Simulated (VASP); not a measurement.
# W (Pbcm) in VASP: a series of runs

W is run at these levels: PBEsol; tasks: single point.

Everything below comes from runs of VASP 6.6.1. Logs are shortened: lines on timing, memory, paths and dates and some standing lists are left out, and cuts for length are marked.

### 1 The cell of the first run

Symmetry: Pbcm, No. 57, orthorhombic system. The conventional cell has a = 2.752 Å, b = 4.765 Å, c = 4.823 Å, α = 90.00°, β = 90.00°, γ = 90.00°. Within 3.5 Å of W (site symmetry m) lie 12 W at 2.64 to 3.00 Å.

### 2 Single point, PBEsol (volume scaled by 0.94)

The input, INCAR:

```
SYSTEM = W
ALGO     = Fast           ! electronic algorithm
EDIFF    = 1E-6           ! SCF threshold, eV
ENCUT    = 520            ! plane-wave cutoff, eV
GGA      = PS             ! functional
ISIF     = 2              ! what is computed and relaxed
ISMEAR   = -1             ! smearing method
LASPH    = .TRUE.         ! aspherical terms in the spheres
LCHARG   = .TRUE.         ! write CHGCAR
LELF     = .TRUE.         ! ELF
LREAL    = .FALSE.        ! projectors in reciprocal space
LVHAR    = .TRUE.       
LWAVE    = .FALSE.        ! write WAVECAR
NBANDS   = 36             ! bands
NELM     = 60             ! most SCF steps
PREC     = Accurate       ! precision mode
SIGMA    = 0.05           ! smearing width, eV
```

The input, KPOINTS:

```
k-points
0
G
  9 6 6
  0 0 0
```

The input, POSCAR:

```
W
1.0
    2.7523058654      0.0000000000      0.0000000000
    0.0000000000      4.7645794866      0.0000000000
    0.0000000000      0.0000000000      4.8231832256
W
4
Direct
    0.7931720000      0.9368430000      0.7500000000
    0.2068280000      0.4368430000      0.7500000000
    0.2068280000      0.0631570000      0.2500000000
    0.7931720000      0.5631570000      0.2500000000
```

Potentials or basis: VASP PAW PBE potentials, release 64 (W_sv).

Launch:

```sh
$ cat potpaw_PBE.64/W_sv/POTCAR > POTCAR
$ mpirun -np 1 vasp_std > vasp.out
```

OUTCAR:

```text
SYSTEM = W
   EDIFF = 1E-6
   ENCUT = 520
   GGA = PS
   ISIF = 2
   ISMEAR = -1
   LASPH = .TRUE.
   LREAL = .FALSE.
   NELM = 60
   PREC = Accurate

 ion  position               nearest neighbor table
   1  0.793  0.937  0.750-   2 2.64   2 2.64   3 2.73   3 2.73   2 2.88   2 2.88   3 2.96   3 2.96
                             4 3.00   4 3.00
   2  0.207  0.437  0.750-   1 2.64   1 2.64   4 2.73   4 2.73   1 2.88   1 2.88   4 2.96   4 2.96
                             3 3.00   3 3.00
   3  0.207  0.063  0.250-   4 2.64   4 2.64   1 2.73   1 2.73   4 2.88   4 2.88   1 2.96   1 2.96
                             2 3.00   2 3.00
   4  0.793  0.563  0.250-   3 2.64   3 2.64   2 2.73   2 2.73   3 2.88   3 2.88   2 2.96   2 2.96
                             1 3.00   1 3.00

  LATTYP: Found a simple orthorhombic cell.
 ALAT       =     2.7523058654
 B/A-ratio  =     1.7311228183
 C/A-ratio  =     1.7524154151

  Lattice vectors:

 A1 = (   2.7523058654,   0.0000000000,   0.0000000000)
 A2 = (   0.0000000000,   4.7645794866,   0.0000000000)
 A3 = (   0.0000000000,   0.0000000000,   4.8231832256)

Analysis of symmetry for initial positions (statically):
=====================================================================
 Subroutine PRICEL returns:
 Original cell was already a primitive cell.

 Routine SETGRP: Setting up the symmetry group for a
 simple orthorhombic supercell.

 Subroutine GETGRP returns: Found  8 space group operations
 (whereof  2 operations were pure point group operations)
 out of a pool of  8 trial point group operations.

The static configuration has the point symmetry S_2 .
 The point group associated with its full space group is D_2h.

Analysis of symmetry for dynamics (positions and initial velocities):
=====================================================================
 Subroutine PRICEL returns:
 Original cell was already a primitive cell.

 Routine SETGRP: Setting up the symmetry group for a
 simple orthorhombic supercell.

 Subroutine GETGRP returns: Found  8 space group operations
 (whereof  2 operations were pure point group operations)
 out of a pool of  8 trial point group operations.

The dynamic configuration has the point symmetry S_2 .
 The point group associated with its full space group is D_2h.

 Subroutine INISYM returns: Found  8 space group operations
 (whereof  2 operations are pure point group operations),
 and found     1 'primitive' translations

----------------------------------------------------------------------------------------

                                     Primitive cell

  volume of cell :      63.2492

  direct lattice vectors                    reciprocal lattice vectors
     2.752305865  0.000000000  0.000000000     0.363331711  0.000000000  0.000000000
     0.000000000  4.764579487  0.000000000     0.000000000  0.209882111  0.000000000
     0.000000000  0.000000000  4.823183226     0.000000000  0.000000000  0.207331953

  length of vectors
     2.752305865  4.764579487  4.823183226     0.363331711  0.209882111  0.207331953

  position of ions in fractional coordinates (direct lattice)
     0.793172000  0.936843000  0.750000000
     0.206828000  0.436843000  0.750000000
     0.206828000  0.063157000  0.250000000
     0.793172000  0.563157000  0.250000000

  ion indices of the primitive-cell ions
   primitive index   ion index
                 1           1
                 2           2
                 3           3
                 4           4

----------------------------------------------------------------------------------------

 KPOINTS: k-points

Automatic generation of k-mesh.
 Grid dimensions read from file:
 generate k-points for:    9    6    6

 Generating k-lattice:

  Cartesian coordinates                     Fractional coordinates (reciprocal lattice)
     0.040370190  0.000000000  0.000000000     0.111111111  0.000000000  0.000000000
     0.000000000  0.034980352  0.000000000     0.000000000  0.166666667  0.000000000
     0.000000000  0.000000000  0.034555326     0.000000000  0.000000000  0.166666667

  Length of vectors
     0.040370190  0.034980352  0.034555326

  Shift w.r.t. Gamma in fractional coordinates (k-lattice)
     0.000000000  0.000000000  0.000000000

 Subroutine IBZKPT returns following result:
 ===========================================

 Found     80 irreducible k-points:

 Following reciprocal coordinates:
            Coordinates               Weight
  0.000000  0.000000  0.000000      1.000000
  0.111111  0.000000  0.000000      2.000000
  0.222222  0.000000  0.000000      2.000000
  0.333333  0.000000  0.000000      2.000000
  0.444444  0.000000  0.000000      2.000000
  0.000000  0.166667  0.000000      2.000000
[... 16 lines left out ...]
  0.222222  0.000000  0.166667      4.000000
  0.333333  0.000000  0.166667      4.000000
 [... further k-points ...]
[... 46 lines left out ...]
   IVDW    =     0    specifies the selected vdW correction
   LEPSILON=     F    determine dielectric tensor
   LRPA    =     F    only Hartree local field effects (RPA)
 non-spin polarized calculation
 RMM-DIIS sequential band-by-band and
  energy-cutoff  :      520.00
  volume of cell :       63.25
 maximum number of plane-waves:      1728
   NGX = 11   NGY = 17   NGZ = 17

 number of electron      55.9999996 magnetization

 Free energy of the ion-electron system (eV)
  ---------------------------------------------------
  ext. energy  EPLUGINS =         0.00000000
  ---------------------------------------------------
  free energy    TOTEN  =       -53.14027710 eV

  energy without entropy =      -53.11371259  energy(sigma->0) =      -53.12699485

 E-fermi :  10.9852     XC(G=0): -13.7465

 val. band max:       10.9838525924   @ k =   0.2222   0.3333   0.3333
 cond. band min:      10.9937535841   @ k =   0.1111   0.1667   0.3333
 fundamental gap:      0.0099009917
 Fermi energy:        10.9852284384

 k-point     1 :       0.0000    0.0000    0.0000
  band No.  band energies     occupation
      1     -62.7278      2.00000
      2     -62.6256      2.00000
      3     -62.5830      2.00000
      4     -62.5193      2.00000
      5     -27.6737      2.00000
      6     -27.5966      2.00000
[... 28 lines left out ...]
     35      15.4221      0.00000
     36      15.9219      0.00000

 k-point     2 :       0.1111    0.0000    0.0000
  band No.  band energies     occupation
      1     -62.7165      2.00000
      2     -62.6181      2.00000
      3     -62.5774      2.00000
      4     -62.5174      2.00000
      5     -27.6321      2.00000
      6     -27.5593      2.00000
[... 28 lines left out ...]
     35      14.9363      0.00000
     36      15.3701      0.00000

 k-point     3 :       0.2222    0.0000    0.0000
  band No.  band energies     occupation
      1     -62.6866      2.00000
      2     -62.5989      2.00000
      3     -62.5633      2.00000
      4     -62.5139      2.00000
      5     -27.5181      2.00000
      6     -27.4567      2.00000
[... 28 lines left out ...]
     35      14.4305      0.00000
     36      15.0699      0.00000

 k-point     4 :       0.3333    0.0000    0.0000
  band No.  band energies     occupation
      1     -62.6495      2.00000
      2     -62.5764      2.00000
      3     -62.5478      2.00000
      4     -62.5131      2.00000
      5     -27.3712      2.00000
      6     -27.3186      2.00000
[... 28 lines left out ...]
     35      14.3193      0.00000
     36      14.9961      0.00000

 k-point     5 :       0.4444    0.0000    0.0000
  band No.  band energies     occupation
      1     -62.6217      2.00000
      2     -62.5611      2.00000
      3     -62.5383      2.00000
      4     -62.5159      2.00000
      5     -27.3290      2.00000
      6     -27.2581      2.00000
[... 655 lines left out ...]
 k-point    22 :       0.1111    0.0000    0.1667
  band No.  band energies     occupation
      1     -62.7100      2.00000
      2     -62.6248      2.00000
      3     -62.5734      2.00000
      4     -62.5214      2.00000
      5     -27.6398      2.00000
      6     -27.4912      2.00000
[... 28 lines left out ...]
     35      14.9484      0.00000
     36      15.0139      0.00000

 k-point    23 :       0.2222    0.0000    0.1667
  band No.  band energies     occupation
      1     -62.6808      2.00000
      2     -62.6048      2.00000
      3     -62.5600      2.00000
      4     -62.5172      2.00000
      5     -27.5234      2.00000
      6     -27.4059      2.00000
[... 28 lines left out ...]
     35      13.8841      0.00000
     36      15.0343      0.00000

 k-point    24 :       0.3333    0.0000    0.1667
  band No.  band energies     occupation
      1     -62.6446      2.00000
      2     -62.5814      2.00000
      3     -62.5455      2.00000
      4     -62.5154      2.00000
      5     -27.3669      2.00000
      6     -27.3171      2.00000
[... 28 lines left out ...]
     35      14.3292      0.00000
     36      15.0605      0.00000

 [... further k-points ...]
[... 5 lines left out ...]
  --------------------------------------------------------------------------------------
  -------------------------------------------------------------------------------------
  Total        3.7606279      3.2759170      2.3878301      0.0000000      0.0000000      0.0000000
  in kB       95.2611714     82.9828682     60.4865715      0.0000000      0.0000000      0.0000000
  external PRESSURE =      79.5768704 kB  Pullay stress =       0.0000000 kB

 VOLUME and BASIS-vectors are now :
 -----------------------------------------------------------------------------
  energy-cutoff  :      520.00
  volume of cell :       63.25
      direct lattice vectors                 reciprocal lattice vectors
     2.752305865  0.000000000  0.000000000     0.363331711  0.000000000  0.000000000
     0.000000000  4.764579487  0.000000000     0.000000000  0.209882111  0.000000000
     0.000000000  0.000000000  4.823183226     0.000000000  0.000000000  0.207331953

 POSITION                                       TOTAL-FORCE (eV/Angst)
 -----------------------------------------------------------------------------------
      2.18305      4.46366      3.61739        -0.278098      0.053792      0.000000
      0.56925      2.08137      3.61739         0.278098      0.053792      0.000000
      0.56925      0.30092      1.20580         0.278098     -0.053792      0.000000
      2.18305      2.68321      1.20580        -0.278098     -0.053792      0.000000
 -----------------------------------------------------------------------------------
    total drift:                               -0.000000      0.000000     -0.000000

  FREE ENERGIE OF THE ION-ELECTRON SYSTEM (eV)
  ---------------------------------------------------
  free  energy   TOTEN  =       -53.1402770969 eV

  energy  without entropy=      -53.1137125942  energy(sigma->0) =      -53.12699485
```

Run time: 73 s. Hardware: 1 thread of Intel Xeon 6975P-C (Granite Rapids), shared host; peak memory 0.24 GiB.

Results:

```
Free energy            : -53.1403 eV
Pressure               : 8.0 GPa
Largest force          : 0.283 eV/Å
Band gap on the k mesh : zero (band 28 reaches 12.02 eV, above the bottom of band 29 at 10.65 eV)
```

Forces in eV/Å, atoms in the order of the input:
```
W   -0.278  0.054  0.000
W    0.278  0.054  0.000
W    0.278 -0.054  0.000
W   -0.278 -0.054  0.000
```

Caveat: the cell differs from its parent crystal (volume scaled by 0.94); the PAW data sets were made with another functional, which shifts forces and pressure a little; spin-orbit coupling is left out, which moves the levels of the heavy elements.

### 3 Single point, PBEsol (volume scaled by 0.96)

The input, INCAR:

```
SYSTEM = W
ALGO = Fast
EDIFF = 1E-6
ENCUT = 520
GGA = PS
ISIF = 2
ISMEAR = -1
LASPH = .True.
LCHARG = .False.
LREAL = .False.
LWAVE = .False.
NBANDS = 36
NELM = 80
PREC = Accurate
SIGMA = 0.05
```

The input, KPOINTS:

```
k-points
0
Gamma
  9 6 6
  0 0 0
```

The input, POSCAR:

```
W
1.0
    2.7716889397      0.0000000000      0.0000000000
    0.0000000000      4.7981339688      0.0000000000
    0.0000000000      0.0000000000      4.8571504237
W
4
Direct
    0.7931720000      0.9368430000      0.7500000000
    0.2068280000      0.4368430000      0.7500000000
    0.2068280000      0.0631570000      0.2500000000
    0.7931720000      0.5631570000      0.2500000000
```

Potentials or basis: VASP PAW PBE potentials, release 64 (W_sv).

Launch:

```sh
$ cat potpaw_PBE.64/W_sv/POTCAR > POTCAR
$ mpirun -np 1 vasp_std > vasp.out
```

It took 77 s on 1 thread of Intel Xeon 6975P-C (Granite Rapids), shared host; peak memory 0.25 GiB.

The run converged. Its results:

```
Free energy            : -53.1792 eV
Pressure               : 1.2 GPa
Largest force          : 0.195 eV/Å
Band gap on the k mesh : zero (band 28 reaches 11.68 eV, above the bottom of band 29 at 10.38 eV)
```

Forces in eV/Å, atoms in the order of the input:
```
W   -0.186  0.060  0.000
W    0.186  0.060  0.000
W    0.186 -0.060  0.000
W   -0.186 -0.060  0.000
```

Stress tensor (GPa, compression positive):
```
 2.44  0.00  0.00
 0.00  1.31  0.00
 0.00  0.00 -0.01
```

Levels at points of the mesh, in eV from the Fermi level:
| k point | band 24 | band 25 | band 26 | band 27 | band 28 | band 29 | band 30 | band 31 | band 32 | band 33 |
| --- | --- | --- | --- | --- | --- | --- | --- | --- | --- | --- |
| (0.00, 0.00, 0.00) | -0.59 | -0.46 | -0.41 | -0.37 | -0.37 | -0.31 | -0.07 | 0.55 | 1.62 | 2.56 |
| (0.00, 0.50, 0.00) | -2.06 | -1.53 | -1.53 | 0.34 | 0.34 | 0.37 | 0.37 | 0.87 | 0.87 | 2.08 |
| (0.00, 0.00, 0.50) | -2.21 | -0.87 | -0.87 | -0.16 | -0.16 | 0.76 | 0.76 | 1.86 | 1.86 | 3.38 |
| (0.00, 0.50, 0.50) | -2.98 | -1.20 | -1.20 | -1.20 | -1.20 | 1.73 | 1.73 | 1.73 | 1.73 | 2.80 |

Caveat: the cell differs from its parent crystal (volume scaled by 0.96); the PAW data sets were made with another functional, which shifts forces and pressure a little; spin-orbit coupling is left out, which moves the levels of the heavy elements.

### 4 Single point, PBEsol (volume scaled by 0.98)

The input, INCAR:

```
SYSTEM = W
PREC = Accurate
ENCUT = 520
EDIFF = 1E-6
ISMEAR = -1
SIGMA = 0.05
LREAL = .False.
LASPH = .True.
NELM = 60
ALGO = Fast
ISIF = 2
LWAVE = .False.
LCHARG = .False.
GGA = PS
NBANDS = 36
```

The input, KPOINTS:

```
regular mesh
0
Gamma
  9 6 6
  0 0 0
```

The input, POSCAR:

```
W
1.0
    2.7908046399      0.0000000000      0.0000000000
    0.0000000000      4.8312255936      0.0000000000
    0.0000000000      0.0000000000      4.8906490714
W
4
Direct
    0.7931720000      0.9368430000      0.7500000000
    0.2068280000      0.4368430000      0.7500000000
    0.2068280000      0.0631570000      0.2500000000
    0.7931720000      0.5631570000      0.2500000000
```

Launch:

```sh
$ cat potpaw_PBE.64/W_sv/POTCAR > POTCAR
$ mpirun -np 1 vasp_std > vasp.out
```

Wall time 70 s (1 thread of Intel Xeon 6975P-C (Granite Rapids), shared host); peak memory 0.26 GiB.

The run converged. Its results:

| Quantity | Value |
| --- | --- |
| Free energy | -53.1645 eV |
| Pressure | -4.8 GPa |
| Largest force | 0.118 eV/Å |
| Band gap on the k mesh | zero (band 28 reaches 11.35 eV, above the bottom of band 29 at 10.09 eV) |

Forces in eV/Å, atoms in the order of the input:
```
W   -0.099  0.064  0.000
W    0.099  0.064  0.000
W    0.099 -0.064  0.000
W   -0.099 -0.064  0.000
```

Stress tensor (GPa, compression positive):
```
-3.94  0.00  0.00
 0.00 -4.95  0.00
 0.00  0.00 -5.46
```

Levels at points of the mesh, in eV from the Fermi level:
| k point | band 24 | band 25 | band 26 | band 27 | band 28 | band 29 | band 30 | band 31 | band 32 | band 33 |
| --- | --- | --- | --- | --- | --- | --- | --- | --- | --- | --- |
| (0.00, 0.00, 0.00) | -0.61 | -0.45 | -0.39 | -0.37 | -0.35 | -0.30 | -0.12 | 0.54 | 1.58 | 2.50 |
| (0.00, 0.50, 0.00) | -2.02 | -1.49 | -1.49 | 0.33 | 0.33 | 0.37 | 0.37 | 0.85 | 0.85 | 2.03 |
| (0.00, 0.00, 0.50) | -2.17 | -0.84 | -0.84 | -0.15 | -0.15 | 0.72 | 0.72 | 1.82 | 1.82 | 3.29 |
| (0.00, 0.50, 0.50) | -2.90 | -1.18 | -1.18 | -1.18 | -1.18 | 1.70 | 1.70 | 1.70 | 1.70 | 2.72 |

Caveat: the cell differs from its parent crystal (volume scaled by 0.98); the PAW data sets were made with another functional, which shifts forces and pressure a little; spin-orbit coupling is left out, which moves the levels of the heavy elements.

### 5 Single point, PBEsol

This run uses another cell than the first one, of 16.82 Å³/atom, 1.064 times its volume.

The input, INCAR:

```
SYSTEM = W
PREC = Accurate
ENCUT = 520
EDIFF = 1E-7
ISMEAR = -1
SIGMA = 0.05
LREAL = .False.
LASPH = .True.
NELM = 60
ALGO = Fast
ISIF = 2
LWAVE = .False.
LCHARG = .True.
GGA = PS
LELF = .True.
LVHAR = .True.
NBANDS = 36
```

The input, KPOINTS:

```
Automatic mesh
0
Gamma
  9 6 6
  0 0 0
```

The input, POSCAR:

```
W
1.0
    2.8096620000      0.0000000000      0.0000000000
    0.0000000000      4.8638700000      0.0000000000
    0.0000000000      0.0000000000      4.9236950000
W
4
Direct
    0.7931720000      0.9368430000      0.7500000000
    0.2068280000      0.4368430000      0.7500000000
    0.2068280000      0.0631570000      0.2500000000
    0.7931720000      0.5631570000      0.2500000000
```

Launch:

```sh
$ cat potpaw_PBE.64/W_sv/POTCAR > POTCAR
$ mpirun -np 1 vasp_std > vasp.out
```

Wall time 94 s (1 thread of Intel Xeon 6975P-C (Granite Rapids), shared host); peak memory 0.27 GiB.

The run converged. Its results:

```
Free energy            : -53.1018 eV
Pressure               : -10.2 GPa
Largest force          : 0.069 eV/Å
Band gap on the k mesh : zero (band 28 reaches 11.04 eV, above the bottom of band 29 at 9.81 eV)
```

Forces on the atoms (eV/Å):
```
W   -0.017  0.067  0.000
W    0.017  0.067  0.000
W    0.017 -0.067  0.000
W   -0.017 -0.067  0.000
```

Stress tensor (GPa, compression positive):
```
 -9.70   0.00   0.00
  0.00 -10.57   0.00
  0.00   0.00 -10.37
```

Levels at points of the mesh, in eV from the Fermi level:
```tsv
k point	band 24	band 25	band 26	band 27	band 28	band 29	band 30	band 31	band 32	band 33
(0.00, 0.00, 0.00)	-0.59	-0.45	-0.37	-0.37	-0.34	-0.29	-0.15	0.54	1.54	2.43
(0.00, 0.50, 0.00)	-1.98	-1.46	-1.46	0.32	0.32	0.36	0.36	0.84	0.84	1.99
(0.00, 0.00, 0.50)	-2.12	-0.81	-0.81	-0.14	-0.14	0.68	0.68	1.78	1.78	3.19
(0.00, 0.50, 0.50)	-2.82	-1.17	-1.17	-1.17	-1.17	1.66	1.66	1.66	1.66	2.65
```

Caveat: the PAW data sets were made with another functional, which shifts forces and pressure a little; spin-orbit coupling is left out, which moves the levels of the heavy elements.

### 6 Summary

```csv
cell,further INCAR settings,gap on the mesh (eV),pressure (GPa),largest force (eV/Å)
"a = 2.752, b = 4.765, c = 4.823 Å, 4 atoms",ALGO = Fast; EDIFF = 1e-06; NBANDS = 36,none,8.0,0.28
"a = 2.772, b = 4.798, c = 4.857 Å, 4 atoms",ALGO = Fast; EDIFF = 1e-06; NBANDS = 36,none,1.2,0.20
"a = 2.791, b = 4.831, c = 4.891 Å, 4 atoms",ALGO = Fast; EDIFF = 1e-06; NBANDS = 36,none,-4.8,0.12
"a = 2.810, b = 4.864, c = 4.924 Å, 4 atoms",ALGO = Fast; EDIFF = 1e-07; NBANDS = 36,none,-10.2,0.07
```

Alike in all rows: task single point; level PBEsol; potentials or basis VASP PAW PBE potentials, release 64 (W_sv); no spin polarisation; k mesh 9 × 6 × 6; cutoff (eV) 520; smearing fermi-dirac 0.05 eV.

Caveats: the PAW data sets were made with another functional, which shifts forces and pressure a little; spin-orbit coupling is left out, which moves the levels of the heavy elements.

Absolute energies hang on the potentials; compare differences alone.
